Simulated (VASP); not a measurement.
Write the native input for VASP 6.6.1 that does the following.

```
Task                   : single point
Functional             : PBE
Dispersion             : D3(BJ)
Potentials or basis    : VASP PAW PBE potentials, release 64 (C)
Cutoff                 : 520 eV
k mesh                 : 15 × 15 × 15
Occupations            : gaussian, width 0.05 eV
Spin                   : no spin polarisation
Dipole correction      : no
Further INCAR settings : ALGO = Normal; EDIFF = 1e-07; NBANDS = 11
```

The structure of C lies in POSCAR:

```
C
1.0
    1.2324984681      0.7115833223      3.3613878357
   -1.2324984681      0.7115833223      3.3613878357
    0.0000000000     -1.4231666447      3.3613878357
C
2
Direct
    0.1489852168      0.1489852168      0.1806048449
    0.8510147832      0.8510147832      0.8193951551
```

This cell differs from its parent crystal: mode 4 frozen in at -0.071 Å and mode 6 at -0.045 Å (largest displacements).

These files were run (other wordings do the same):

INCAR

```
SYSTEM = C
  ALGO = Normal
  EDIFF = 1E-7
  ENCUT = 520
  GGA = PE
  ISIF = 2
  ISMEAR = 0
  IVDW = 12
  LASPH = .TRUE.
  LCHARG = .FALSE.
  LREAL = .FALSE.
  LWAVE = .FALSE.
  NBANDS = 11
  NELM = 80
  PREC = Accurate
  SIGMA = 0.05
```

KPOINTS

```
k-points
0
G
  15 15 15
  0 0 0
```

Potentials or basis: VASP PAW PBE potentials, release 64 (C).

Run with:

```console
$ cat potpaw_PBE.64/C/POTCAR > POTCAR
$ mpirun -np 1 vasp_std > vasp.out
```

It gave:

```
Pressure                   : 3.1 GPa
Largest force              : 5.611 eV/Å
Band gap on the k mesh     : 0.23 eV, indirect (least direct gap 0.25 eV)
Dispersion energy per atom : -0.156 eV
```

Caveat: the cell differs from its parent crystal (mode 4 frozen in at -0.071 Å and mode 6 at -0.045 Å (largest displacements)); forces of over 1 eV/Å act on the atoms, so gaps and moduli don't describe the material at rest.

Run time: 2.4 min on 1 thread of Intel(R) Xeon(R) Platinum 8488C (Sapphire Rapids), with other jobs on the host, peak memory 0.28 GiB.
